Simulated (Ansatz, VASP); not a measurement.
**Two plane-wave programs on MgO**

Contents of INCAR:

```
  PREC = Accurate
  ENCUT = 520
  EDIFF = 1E-6
  ISMEAR = 0
  SIGMA = 0.05
  LREAL = F
  LASPH = T
  NELM = 100
  ALGO = Normal
  ISIF = 2
  LWAVE = F
  LCHARG = F
  GGA = PE
  NBANDS = 11
```

Contents of KPOINTS:

```
regular mesh
0
Gamma
  12 12 10
```

File POSCAR:

```
MgO
1.0
    3.1645677603      0.0000000000      0.0000000000
   -1.5822838802      2.7405960724      0.0000000000
    0.0000000000      0.0000000000      2.3093707244
Mg O
1 1
Direct
    0.0000000000      0.0000000000      0.0000000000
    0.3333333333      0.6666666667      0.5000000000
```

Input for Ansatz:

```yaml
crystal:
  lattice:
    - [3.1645677603, 0.0, 0.0]
    - [-1.5822838802, 2.7405960724, 0.0]
    - [0.0, 0.0, 2.3093707244]
  atoms:
    - { symbol: Mg, position: [0.0, 0.0, 0.0] }
    - { symbol: O, position: [0.3333333333, 0.6666666667, 0.5] }
basis:
  ecutwfc: 420
kpoints:
  mp_grid: { grid: [12, 12, 10] }
hamiltonian:
  xc: pbe
scf:
  occupations: { method: gaussian, width: 0.05 }
output:
  forces: true
  stress: true
  eigenvalues: true
```

Alike in both runs: task single point; functional PBE; k mesh 12 × 12 × 10; occupations gaussian, width 0.05 eV; no spin polarisation.

```csv
,VASP,Ansatz
version,VASP 6.6.1,Ansatz 0.2.0
potentials or method,"VASP PAW PBE potentials, release 64 (Mg, O), cutoff 520 eV","scalar-relativistic, plane waves, PAW"
valence electrons in the cell,8,16
```

|  | VASP | Ansatz | Ansatz less VASP |
| --- | --- | --- | --- |
| gap on the k mesh at the Fermi level (eV) | 0.23 | 0.25 | +0.023 |
| least direct gap on the mesh (eV) | 0.35 | 0.37 | +0.023 |
| pressure (GPa) | 10.5 | 11.1 | +0.55 |
| traceless stress, the component that is largest in VASP (GPa) | 84.40 | 84.05 | -0.348 |

VASP's potentials hold 8 valence electrons a cell and Ansatz's 16, so a difference there can come from the potentials and not from the codes.
